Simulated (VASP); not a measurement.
A run of VASP 6.6.1 is set up as follows.

Contents of INCAR:

```
SYSTEM = CdS
ALGO = Normal
EDIFF = 1E-8
ENCUT = 520
GGA = PS
ISIF = 2
ISMEAR = -1
LASPH = .True.
LCHARG = .False.
LEFG = .True.
LREAL = .False.
LWAVE = .False.
NBANDS = 16
NELM = 80
PREC = Accurate
SIGMA = 0.02
```

KPOINTS

```
k-points
0
Gamma
  7 7 7
  0 0 0
```

File POSCAR:

```
CdS
1.0
    0.0000000000      2.9624437910      2.9624437910
    2.9624437910      0.0000000000      2.9624437910
    2.9624437910      2.9624437910      0.0000000000
Cd S
1 1
Direct
    0.0000000000      0.0000000000      0.0000000000
    0.7500000000      0.7500000000      0.7500000000
```

Potentials or basis: VASP PAW PBE potentials, release 64 (Cd, S).

Run with:

```console
$ cat potpaw_PBE.64/Cd/POTCAR potpaw_PBE.64/S/POTCAR > POTCAR
$ mpirun -np 1 vasp_std > vasp.out
```

What does it give for the band gap on the k mesh?

0.91 eV, direct.

Estimate the pressure.

-2.5 GPa.

Caveat: without QUAD_EFG the Cq values of the log hold for a quadrupole moment of 1 mb, not for the nuclei; the PAW data sets were made with another functional, which shifts forces and pressure a little.
